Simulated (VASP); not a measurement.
# SbTe2O (P4/mmm) in VASP: further runs

Runs on SbTe2O. Level: PBE. Tasks: single point, relaxation of cell and atoms.

Program: VASP 6.6.1. These are calculated values, not measurements. Logs are shortened: lines on timing, memory, paths and dates and some standing lists are left out, and cuts for length are marked.

## Step 1: The cell of the first run

The structure is tetragonal, space group P4/mmm (No. 123). Conventional cell: a = 4.176 Å, b = 4.176 Å, c = 5.903 Å, α = 90.00°, β = 90.00°, γ = 90.00°. Within 3.9 Å of Sb (site symmetry 4/mmm) lie 6 Te at 2.95 Å. Te (site symmetry 4/mmm) has 2 Sb at 2.95 Å and 4 O at 2.95 Å within 3.9 Å. Within 3.9 Å of Te (site symmetry 4/mmm) lie 2 O at 2.95 Å and 4 Sb at 2.95 Å. O (site symmetry 4/mmm) has 6 Te at 2.95 Å within 3.9 Å.

## Step 2: Single point, PBE

Input file INCAR:

```
PREC = Accurate
ENCUT = 520
EDIFF = 1E-7
ISMEAR = 0
SIGMA = 0.1
LREAL = False
LASPH = True
NELM = 100
ALGO = Normal
ISIF = 2
LWAVE = False
LCHARG = False
GGA = PE
NBANDS = 20
```

Input file KPOINTS:

```
Automatic mesh
0
Gamma
  12 12 8
```

Input file POSCAR:

```
SbTe2O
1.0
    4.1764001165      0.0000000000      0.0000000000
    0.0000000000      4.1764001165      0.0000000000
    0.0000000000      0.0000000000      5.9030275658
Sb Te O
1 2 1
Direct
    0.0000000000      0.0000000000      0.0000000000
    0.0000000000      0.0000000000      0.5000000000
    0.5000000000      0.5000000000      0.0000000000
    0.5000000000      0.5000000000      0.5000000000
```

Potentials or basis: VASP PAW PBE potentials, release 64 (Sb, Te, O).

Command:

```
> cat potpaw_PBE.64/Sb/POTCAR potpaw_PBE.64/Te/POTCAR potpaw_PBE.64/O/POTCAR > POTCAR
> mpirun -np 1 vasp_std > vasp.out
```

OUTCAR:

```text
PREC = Accurate
   ENCUT = 520
   EDIFF = 1E-7
   ISMEAR = 0
   LREAL = False
   LASPH = True
   NELM = 100
   ISIF = 2
   GGA = PE

 ion  position               nearest neighbor table
   1  0.000  0.000  0.000-   2 2.95   2 2.95   3 2.95   3 2.95   3 2.95   3 2.95
   2  0.000  0.000  0.500-   1 2.95   1 2.95
   3  0.500  0.500  0.000-   1 2.95   1 2.95   1 2.95   1 2.95
   4  0.500  0.500  0.500-

  LATTYP: Found a simple tetragonal cell.
 ALAT       =     4.1764001165
 C/A-ratio  =     1.4134248159

  Lattice vectors:

 A1 = (   4.1764001165,   0.0000000000,   0.0000000000)
 A2 = (   0.0000000000,   4.1764001165,   0.0000000000)
 A3 = (   0.0000000000,   0.0000000000,   5.9030275658)

Analysis of symmetry for initial positions (statically):
=====================================================================
 Subroutine PRICEL returns:
 Original cell was already a primitive cell.

 Routine SETGRP: Setting up the symmetry group for a
 simple tetragonal supercell.

 Subroutine GETGRP returns: Found 16 space group operations
 (whereof 16 operations were pure point group operations)
 out of a pool of 16 trial point group operations.

The static configuration has the point symmetry D_4h.

Analysis of symmetry for dynamics (positions and initial velocities):
=====================================================================
 Subroutine PRICEL returns:
 Original cell was already a primitive cell.

 Routine SETGRP: Setting up the symmetry group for a
 simple tetragonal supercell.

 Subroutine GETGRP returns: Found 16 space group operations
 (whereof 16 operations were pure point group operations)
 out of a pool of 16 trial point group operations.

The dynamic configuration has the point symmetry D_4h.

 Subroutine INISYM returns: Found 16 space group operations
 (whereof 16 operations are pure point group operations),
 and found     1 'primitive' translations

----------------------------------------------------------------------------------------

                                     Primitive cell

  volume of cell :     102.9625

  direct lattice vectors                    reciprocal lattice vectors
     4.176400116  0.000000000  0.000000000     0.239440660  0.000000000  0.000000000
     0.000000000  4.176400116  0.000000000     0.000000000  0.239440660  0.000000000
     0.000000000  0.000000000  5.903027566     0.000000000  0.000000000  0.169404596

  length of vectors
     4.176400116  4.176400116  5.903027566     0.239440660  0.239440660  0.169404596

  position of ions in fractional coordinates (direct lattice)
     0.000000000  0.000000000  0.000000000
     0.000000000  0.000000000  0.500000000
     0.500000000  0.500000000  0.000000000
     0.500000000  0.500000000  0.500000000

  ion indices of the primitive-cell ions
   primitive index   ion index
                 1           1
                 2           2
                 3           3
                 4           4

----------------------------------------------------------------------------------------

 KPOINTS: Automatic mesh

Automatic generation of k-mesh.
 Grid dimensions read from file:
 generate k-points for:   12   12    8

 Generating k-lattice:

  Cartesian coordinates                     Fractional coordinates (reciprocal lattice)
     0.019953388  0.000000000  0.000000000     0.083333333  0.000000000  0.000000000
     0.000000000  0.019953388  0.000000000     0.000000000  0.083333333  0.000000000
     0.000000000  0.000000000  0.021175575     0.000000000  0.000000000  0.125000000

  Length of vectors
     0.019953388  0.019953388  0.021175575

  Shift w.r.t. Gamma in fractional coordinates (k-lattice)
     0.000000000  0.000000000  0.000000000

 Subroutine IBZKPT returns following result:
 ===========================================

 Found    140 irreducible k-points:

 Following reciprocal coordinates:
            Coordinates               Weight
  0.000000  0.000000  0.000000      1.000000
  0.083333  0.000000  0.000000      4.000000
  0.166667  0.000000  0.000000      4.000000
  0.250000  0.000000  0.000000      4.000000
  0.333333  0.000000  0.000000      4.000000
  0.416667  0.000000  0.000000      4.000000
[... 16 lines left out ...]
  0.333333  0.333333  0.000000      4.000000
  0.416667  0.333333  0.000000      8.000000
 [... further k-points ...]
   k-points           NKPTS =    140   k-points in BZ     NKDIM =    140   number of bands    NBANDS=     20
   number of dos      NEDOS =    301   number of ions     NIONS =      4
   total plane-waves  NPLWV =  49152
   dimension x,y,z NGX =    32 NGY =   32 NGZ =   48
   dimension x,y,z NGXF=    64 NGYF=   64 NGZF=   96
   ions per type =               1   2   1
   NGX,Y,Z   is equivalent  to a cutoff of  12.74, 12.74, 13.52 a.u.
   NGXF,Y,Z  is equivalent  to a cutoff of  25.48, 25.48, 27.04 a.u.
 SYSTEM =  unknown system
   PREC   = accura    normal or accurate (medium, high low for compatibility)
   ISTART =      0    job   : 0-new  1-cont  2-samecut
   ICHARG =      2    charge: 1-file 2-atom 10-const
   ISPIN  =      1    spin polarized calculation?
   LNONCOLLINEAR =      F non collinear calculations
   LSORBIT =      F    spin-orbit coupling
   LASPH  =      T    aspherical Exc in radial PAW
   ENCUT  =  520.0 eV  38.22 Ry    6.18 a.u.   7.77  7.77 10.98*2*pi/ulx,y,z
   NELM   =    100;   NELMIN=  2; NELMDL= -5     # of ELM steps
   EDIFF  = 0.1E-06   stopping-criterion for ELM
   LREAL  =      F    real-space projection
   EDIFFG = 0.1E-05   stopping-criterion for IOM
   NSW    =      0    number of steps for IOM
   IBRION =     -1    ionic relax: 0-MD 1-quasi-New 2-CG
   NFREE  =      0    steps in history (QN), initial steepest desc. (CG)
   ISIF   =      2    stress and relaxation
   ISYM   =      2    0-nonsym 1-usesym 2-fastsym
   POTIM  = 0.5000    time-step for ionic-motion
   TEBEG  =    0.0;   TEEND  =   0.0 temperature during run
   PSTRESS=    0.0 pullay stress
   NELECT =      23.0000    total number of electrons
   NUPDOWN=      -1.0000    fix difference up-down
   EMIN   =  10.00;   EMAX   =-10.00  energy-range for DOS
   EFERMI =   0.00;   METHOD = LEGACY
   ISMEAR =     0;   SIGMA  =   0.10  broadening in eV -4-tet -1-fermi 0-gaus
   EFERMI_NEDOS =   21; number of points for ismear=-14 and -15
   IALGO  =     38    algorithm
   IMIX   =      4    mixing-type and parameters
     AMIX     =   0.40;   BMIX     =  1.00
     AMIX_MAG =   1.60;   BMIX_MAG =  1.00
  volume/ion in A,a.u.               =      25.74       173.71
  Fermi-wavevector in a.u.,A,eV,Ry     =   0.993324  1.877111 13.424778  0.986693
  Thomas-Fermi vector in A             =   2.125198
   LORBIT       =      0    0 simple, 1 ext, 2 COOP (PROOUT), +10 PAW based schemes
   GGA     = PE    functional components
   LHFCALC =     F    Hartree Fock is set to
   AEXX    =    0.0000 exact exchange contribution
   IVDW    =     0    specifies the selected vdW correction
   LEPSILON=     F    determine dielectric tensor
   LRPA    =     F    only Hartree local field effects (RPA)
 non-spin polarized calculation
 Gauss-broadening in eV      SIGMA  =   0.10
  energy-cutoff  :      520.00
  volume of cell :      102.96
 maximum number of plane-waves:      2800
 NGX is ok and might be reduce to    32
   NGX = 15   NGY = 15   NGZ = 21

 number of electron      22.9999998 magnetization

 Free energy of the ion-electron system (eV)
  ---------------------------------------------------
  ext. energy  EPLUGINS =         0.00000000
  ---------------------------------------------------
  free energy    TOTEN  =       -13.74530909 eV

  energy without entropy =      -13.73136532  energy(sigma->0) =      -13.73833720

 E-fermi :   6.1276     XC(G=0):  -9.5644

 val. band max:        6.1200896951   @ k =   0.3333   0.0833   0.3750
 cond. band min:       6.1319792304   @ k =   0.1667   0.0833   0.3750
 fundamental gap:      0.0118895353
 Fermi energy:         6.1275596348

 k-point     1 :       0.0000    0.0000    0.0000
  band No.  band energies     occupation
      1     -10.6197      2.00000
      2      -7.2072      2.00000
      3      -4.5927      2.00000
      4      -0.2893      2.00000
      5       0.2350      2.00000
      6       2.0045      2.00000
[... 12 lines left out ...]
     19      12.0496      0.00000
     20      12.9706      0.00000

 k-point     2 :       0.0833    0.0000    0.0000
  band No.  band energies     occupation
      1     -10.6125      2.00000
      2      -7.1603      2.00000
      3      -4.6150      2.00000
      4      -0.5842      2.00000
      5       0.2793      2.00000
      6       2.0693      2.00000
[... 12 lines left out ...]
     19      12.1000      0.00000
     20      13.1173      0.00000

 k-point     3 :       0.1667    0.0000    0.0000
  band No.  band energies     occupation
      1     -10.5929      2.00000
      2      -7.0207      2.00000
      3      -4.6851      2.00000
      4      -1.2135      2.00000
      5       0.4098      2.00000
      6       2.2614      2.00000
[... 12 lines left out ...]
     19      12.2407      0.00000
     20      13.4014      0.00000

 k-point     4 :       0.2500    0.0000    0.0000
  band No.  band energies     occupation
      1     -10.5658      2.00000
      2      -6.7927      2.00000
      3      -4.8138      2.00000
      4      -1.8849      2.00000
      5       0.6175      2.00000
      6       2.5741      2.00000
[... 12 lines left out ...]
     19      12.4753      0.00000
     20      13.7607      0.00000

 k-point     5 :       0.3333    0.0000    0.0000
  band No.  band energies     occupation
      1     -10.5384      2.00000
      2      -6.4859      2.00000
      3      -5.0201      2.00000
      4      -2.4481      2.00000
      5       0.8821      2.00000
      6       2.9006      2.00000
[... 12 lines left out ...]
     19      12.7905      0.00000
     20      14.1809      0.00000
[... 353 lines left out ...]
      6       1.3621      2.00000
[... 12 lines left out ...]
     19      14.1655      0.00000
     20      15.0865      0.00000

 k-point    22 :       0.5000    0.2500    0.0000
  band No.  band energies     occupation
      1     -10.4873      2.00000
      2      -5.5868      2.00000
      3      -5.2880      2.00000
      4      -2.5894      2.00000
      5       1.2456      2.00000
      6       1.4554      2.00000
[... 12 lines left out ...]
     19      15.1074      0.00000
     20      15.1383      0.00000

 k-point    23 :       0.3333    0.3333    0.0000
  band No.  band energies     occupation
      1     -10.4914      2.00000
      2      -5.8663      2.00000
      3      -4.9588      2.00000
      4      -2.2672      2.00000
      5       0.2909      2.00000
      6       1.3302      2.00000
[... 12 lines left out ...]
     19      13.8016      0.00000
     20      14.8668      0.00000

 k-point    24 :       0.4167    0.3333    0.0000
  band No.  band energies     occupation
      1     -10.4798      2.00000
      2      -5.6053      2.00000
      3      -5.0290      2.00000
      4      -2.3151      2.00000
      5       0.2861      2.00000
      6       1.1842      2.00000
[... 12 lines left out ...]
     19      14.7453      0.00000
     20      14.9221      0.00000

 [... further k-points ...]
[... 5 lines left out ...]
  --------------------------------------------------------------------------------------
  -------------------------------------------------------------------------------------
  Total       -0.0062692     -0.0062692     -0.0760248      0.0000000      0.0000000     -0.0000000
  in kB       -0.0975532     -0.0975532     -1.1830054      0.0000000      0.0000000     -0.0000000
  external PRESSURE =      -0.4593706 kB  Pullay stress =       0.0000000 kB

 VOLUME and BASIS-vectors are now :
 -----------------------------------------------------------------------------
  energy-cutoff  :      520.00
  volume of cell :      102.96
      direct lattice vectors                 reciprocal lattice vectors
     4.176400116  0.000000000  0.000000000     0.239440660  0.000000000  0.000000000
     0.000000000  4.176400116  0.000000000     0.000000000  0.239440660  0.000000000
     0.000000000  0.000000000  5.903027566     0.000000000  0.000000000  0.169404596

 POSITION                                       TOTAL-FORCE (eV/Angst)
 -----------------------------------------------------------------------------------
      0.00000      0.00000      0.00000         0.000000      0.000000      0.000000
      0.00000      0.00000      2.95151         0.000000      0.000000      0.000000
      2.08820      2.08820      0.00000         0.000000      0.000000      0.000000
      2.08820      2.08820      2.95151         0.000000      0.000000      0.000000
 -----------------------------------------------------------------------------------
    total drift:                                0.000000      0.000000     -0.000000

  FREE ENERGIE OF THE ION-ELECTRON SYSTEM (eV)
  ---------------------------------------------------
  free  energy   TOTEN  =       -13.7453090907 eV

  energy  without entropy=      -13.7313653169  energy(sigma->0) =      -13.73833720
```

Run time: 3.2 min. Hardware: 1 thread of Intel Xeon Platinum 8488C (Sapphire Rapids), shared host; peak memory 0.42 GiB.

Results:

```
Free energy : -13.7453 eV
Pressure    : 0.0 GPa
```

Stress tensor (GPa, compression positive):
```
-0.01  0.00  0.00
 0.00 -0.01  0.00
 0.00  0.00 -0.12
```

Caveat: spin-orbit coupling is left out, which moves the levels of the heavy elements; an odd number of electrons without spin polarisation forces a metal; a magnetic or distorted state may lie lower.

## Step 3: Relaxation of cell and atoms, PBE

This run uses another cell than the first one, of 25.84 Å³/atom, 1.004 times its volume.

Input file INCAR:

```
PREC = Accurate ; ENCUT = 600
EDIFF = 1E-6 ; ISMEAR = 0
SIGMA = 0.1 ; LREAL = F
LASPH = T ; NELM = 80
ALGO = Normal ; ISIF = 3
LWAVE = F ; LCHARG = F
GGA = PE ; IBRION = 2
NSW = 100 ; EDIFFG = -0.01
```

KPOINTS is that of step 2.

Input file POSCAR:

```
SbTe2O
1.0
    4.1158439645      0.0000000000      0.0000000000
    0.0000000000      4.1158439645      0.0000000000
    0.0000000000      0.0000000000      6.1017443486
Sb Te O
1 2 1
Direct
    0.0000000000      0.0000000000      0.0000000000
    0.0000000000      0.0000000000      0.5000000000
    0.5000000000      0.5000000000      0.0000000000
    0.5000000000      0.5000000000      0.5000000000
```

Potentials or basis: VASP PAW PBE potentials, release 64 (Sb, Te, O).

Command:

```
> cat potpaw_PBE.64/Sb/POTCAR potpaw_PBE.64/Te/POTCAR potpaw_PBE.64/O/POTCAR > POTCAR
> mpirun -np 1 vasp_std > vasp.out
```

It took 10 min on 1 thread of Intel Xeon Platinum 8488C (Sapphire Rapids), shared host; peak memory 0.5 GiB.

Results (log left out):

* Free energy: -13.7461 eV
* Relaxed volume: 25.71 Å³/atom
* Relaxed cell: a = 4.177 Å, b = 4.177 Å, c = 5.894 Å, α = 90.00°, β = 90.00°, γ = 90.00°
* Space group after relaxing (to 0.05 Å): P4/mmm (No. 123)
* Energy gained by relaxing: 6.8 meV/atom
* Ionic steps: 6
* Pressure after relaxing: 0.0 GPa

Step by step:
| step | energy change (eV) | largest force (eV/Å) | pressure (GPa) | volume (Å³) |
| --- | --- | --- | --- | --- |
| 1 | 0.0000 | 0.0000 | -0.12 | 103.36 |
| 2 | -0.0132 | 0.0000 | -0.03 | 103.06 |
| 3 | -0.0238 | 0.0000 | 0.48 | 102.07 |
| 4 | -0.0267 | 0.0000 | 0.28 | 102.40 |
| 5 | -0.0266 | 0.0000 | -0.25 | 103.31 |
| 6 | -0.0270 | 0.0000 | -0.05 | 102.84 |

Final structure:
```
Sb Te O
1.0
     4.17716    0.00000    0.00000
     0.00000    4.17716    0.00000
     0.00000    0.00000    5.89406
Sb Te O
1 2 1
Direct
  0.00000 0.00000 0.00000
  0.00000 0.00000 0.50000
  0.50000 0.50000 0.00000
  0.50000 0.50000 0.50000
```

Levels at points of the mesh, in eV from the Fermi level:
```csv
k point,band 7,band 8,band 9,band 10,band 11,band 12,band 13,band 14,band 15
"(0.00, 0.00, 0.00)",-4.13,-2.44,-2.44,-2.44,0.60,0.86,0.86,2.52,4.24
"(0.50, 0.00, 0.00)",-2.37,-2.20,-2.01,-1.57,-1.41,-0.23,0.33,0.42,0.69
"(0.50, 0.50, 0.00)",-4.51,-3.59,-3.59,-3.41,0.77,0.85,0.85,3.04,3.04
"(0.00, 0.00, 0.50)",-2.88,-2.88,-2.71,-2.50,-0.14,0.79,0.79,1.48,2.75
"(0.50, 0.00, 0.50)",-2.00,-1.88,-1.79,-1.76,-0.82,-0.48,-0.47,-0.31,-0.31
"(0.50, 0.50, 0.50)",-4.11,-4.11,-1.87,-1.24,-0.49,0.16,0.64,0.64,5.80
```

Caveat: the bands computed are all filled at some k points, so no gap is given; spin-orbit coupling is left out, which moves the levels of the heavy elements.
